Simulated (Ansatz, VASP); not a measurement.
## Ca: VASP beside Ansatz

The input POSCAR:

```
Ca
1.0
   -2.2400000000      2.2400000000      2.3072000000
    2.2400000000     -2.2400000000      2.3072000000
    2.2400000000      2.2400000000     -2.3072000000
Ca
1
Direct
    0.0000000000      0.0000000000      0.0000000000
```

File INCAR.step1:

```
SYSTEM = Ca
PREC     = Accurate       ! precision mode
ENCUT    = 520            ! plane-wave cutoff, eV
ISMEAR   = 0              ! smearing method
SIGMA    = 0.15           ! smearing width, eV
LREAL    = .FALSE.        ! projectors in reciprocal space
LASPH    = .TRUE.         ! aspherical terms in the spheres
NELM     = 80             ! most SCF steps
NBANDS   = 11             ! bands
GGA      = PE             ! functional
ALGO     = Normal         ! electronic algorithm
EDIFF    = 1E-4           ! SCF threshold, eV
LWAVE    = .TRUE.         ! write WAVECAR
LCHARG   = .FALSE.        ! write CHGCAR
```

The input INCAR.step2:

```
SYSTEM = Ca
PREC     = Accurate       ! precision mode
ENCUT    = 520            ! plane-wave cutoff, eV
EDIFF    = 1E-7           ! SCF threshold, eV
ISMEAR   = 0              ! smearing method
SIGMA    = 0.15           ! smearing width, eV
LREAL    = .FALSE.        ! projectors in reciprocal space
LASPH    = .TRUE.         ! aspherical terms in the spheres
NELM     = 80             ! most SCF steps
ALGO     = Normal         ! electronic algorithm
ISIF     = 2              ! what is computed and relaxed
LWAVE    = .FALSE.        ! write WAVECAR
LCHARG   = .TRUE.         ! write CHGCAR
METAGGA  = R2SCAN         ! meta-GGA
LMIXTAU  = .TRUE.       
LELF     = .TRUE.         ! ELF
LVHAR    = .TRUE.       
NBANDS   = 11             ! bands
ISTART   = 1
```

Contents of KPOINTS:

```
regular mesh
0
G
  16 16 16
  0 0 0
```

Input for Ansatz:

```yaml
crystal:
  lattice:
    - [-2.24, 2.24, 2.3072]
    - [2.24, -2.24, 2.3072]
    - [2.24, 2.24, -2.3072]
  atoms:
    - { symbol: Ca, position: [0.0, 0.0, 0.0] }
basis:
  ecutwfc: 500
kpoints:
  mp_grid: { grid: [16, 16, 16] }
hamiltonian:
  xc: r2scan
scf:
  occupations: { method: gaussian, width: 0.15 }
output:
  forces: true
  stress: true
  eigenvalues: true
```

Change from the starting cell: strain +0.000 along x and y, +0.030 along z, atoms carried along.

Alike in both runs: task single point; functional r2SCAN; k mesh 16 × 16 × 16; occupations gaussian, width 0.15 eV; no spin polarisation.

|  | VASP | Ansatz |
| --- | --- | --- |
| version | VASP 6.6.1 | Ansatz 0.2.0 |
| potentials or method | VASP PAW PBE potentials, release 64 (Ca_sv), cutoff 520 eV | scalar-relativistic, plane waves, PAW |
| valence electrons in the cell | 10 | 10 |

|  | VASP | Ansatz | Ansatz less VASP |
| --- | --- | --- | --- |
| gap on the k mesh at the Fermi level (eV) | none | none | - |
| pressure (GPa) | -1.0 | -1.1 | -0.04 |

VASP's potentials were made for PBE, not for r2SCAN. A gap of «none» marks a metal or a gap that the smearing closes.
